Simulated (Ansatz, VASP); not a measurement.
## Pb: VASP beside Ansatz

File INCAR:

```
  ALGO = Fast
  EDIFF = 1E-7
  ENCUT = 520
  GGA = PE
  ISIF = 2
  ISMEAR = 0
  LASPH = T
  LCHARG = F
  LREAL = F
  LWAVE = F
  NBANDS = 13
  NELM = 100
  PREC = Accurate
  SIGMA = 0.15
```

The input KPOINTS:

```
k-points
0
Gamma
  16 16 16
```

The input POSCAR:

```
Pb
1.0
    0.0000000000      2.3771825000      2.4698000000
    2.5624175000      0.0000000000      2.4698000000
    2.5624175000      2.3771825000      0.0000000000
Pb
1
Direct
    0.0000000000      0.0000000000      0.0000000000
```

Input for Ansatz:

```yaml
crystal:
  lattice:
    - [0.0, 2.3771825, 2.4698]
    - [2.5624175, 0.0, 2.4698]
    - [2.5624175, 2.3771825, 0.0]
  atoms:
    - { symbol: Pb, position: [0.0, 0.0, 0.0] }
basis:
  ecutwfc: 420
kpoints:
  mp_grid: { grid: [16, 16, 16] }
hamiltonian:
  xc: pbe
scf:
  occupations: { method: gaussian, width: 0.15 }
output:
  forces: true
  stress: true
  eigenvalues: true
```

Change from the starting cell: strain +0.0375 x Voigt [1, -1, 0, 0, 0, 0], atoms carried along.

Alike in both runs: task single point; functional PBE; k mesh 16 × 16 × 16; occupations gaussian, width 0.15 eV; no spin polarisation.

|  | VASP | Ansatz |
| --- | --- | --- |
| version | VASP 6.6.1 | Ansatz 0.2.0 |
| potentials or method | VASP PAW PBE potentials, release 64 (Pb_d), cutoff 520 eV | scalar-relativistic, plane waves, PAW |
| valence electrons in the cell | 14 | 14 |

Ansatz gave:

- gap on the k mesh at the Fermi level (eV): none
- pressure (GPa): 2.8
- traceless stress, the component that is largest in VASP (GPa): 0.69

Q: Which values does VASP return?

A: gap on the k mesh at the Fermi level (eV): none; pressure (GPa): 2.7; traceless stress, the component that is largest in VASP (GPa): 0.69.

A gap of «none» marks a metal or a gap that the smearing closes. The functional is the same, so the differences come from potentials, cutoffs and numerics.

Spin-orbit coupling is off throughout.
